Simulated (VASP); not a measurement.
Input of a VASP 6.6.1 run:

INCAR

```
ALGO = Normal
EDIFF = 1E-7
ENCUT = 520
GGA = PE
ISIF = 2
ISMEAR = 0
LASPH = T
LCHARG = F
LREAL = Auto
LUSENCCL = F
LWAVE = F
NBANDS = 94
NELM = 80
PREC = Accurate
SIGMA = 0.05
```

The input KPOINTS:

```
k-points
0
Gamma
  1 1 19
```

Contents of POSCAR:

```
Pt
1.0
   17.4000000000      0.0000000000      0.0000000000
    0.0000000000     17.2000000000      0.0000000000
    0.0000000000      0.0000000000      2.8072945027
Pt
16
Direct
    0.2579918532      0.7308205790      0.0000000000
    0.2579918532      0.5000000000      0.0000000000
    0.2579918532      0.2691794210      0.0000000000
    0.5806693823      0.7308205790      0.0000000000
    0.5806693823      0.5000000000      0.0000000000
    0.5806693823      0.2691794210      0.0000000000
    0.5000000000      0.6154102895      0.5000000000
    0.5000000000      0.3845897105      0.5000000000
    0.3386612355      0.6154102895      0.5000000000
    0.3386612355      0.3845897105      0.5000000000
    0.6613387645      0.6154102895      0.5000000000
    0.6613387645      0.3845897105      0.5000000000
    0.4193306177      0.7308205790      0.0000000000
    0.4193306177      0.5000000000      0.0000000000
    0.4193306177      0.2691794210      0.0000000000
    0.7420081468      0.5000000000      0.0000000000
```

Potentials or basis: VASP PAW PBE potentials, release 64 (Pt).

Launch:

```sh
$ cat potpaw_PBE.64/Pt/POTCAR > POTCAR
$ mpirun -np 1 vasp_std > vasp.out
```

Question: Predict the band gap on the k mesh.

Answer: Zero (bands 80 and 81 overlap by 0.71 eV).

Question: Estimate the largest force.

Answer: 1.698 eV/Å.

Forces on the atoms (eV/Å):
```
Pt   1.565 -0.660  0.000
Pt   0.935  0.000  0.000
Pt   1.565  0.660  0.000
Pt  -0.410 -0.843  0.000
Pt  -0.306  0.000  0.000
Pt  -0.410  0.843  0.000
Pt   0.103  0.139  0.000
Pt   0.103 -0.139  0.000
Pt  -1.043  0.135  0.000
Pt  -1.043 -0.135  0.000
Pt   0.214  0.067  0.000
Pt   0.214 -0.067  0.000
Pt  -0.200 -0.402  0.000
Pt   0.040  0.000  0.000
Pt  -0.200  0.402  0.000
Pt  -1.129  0.000  0.000
```

Caveat: spin-orbit coupling is left out, which moves the levels of the heavy elements.
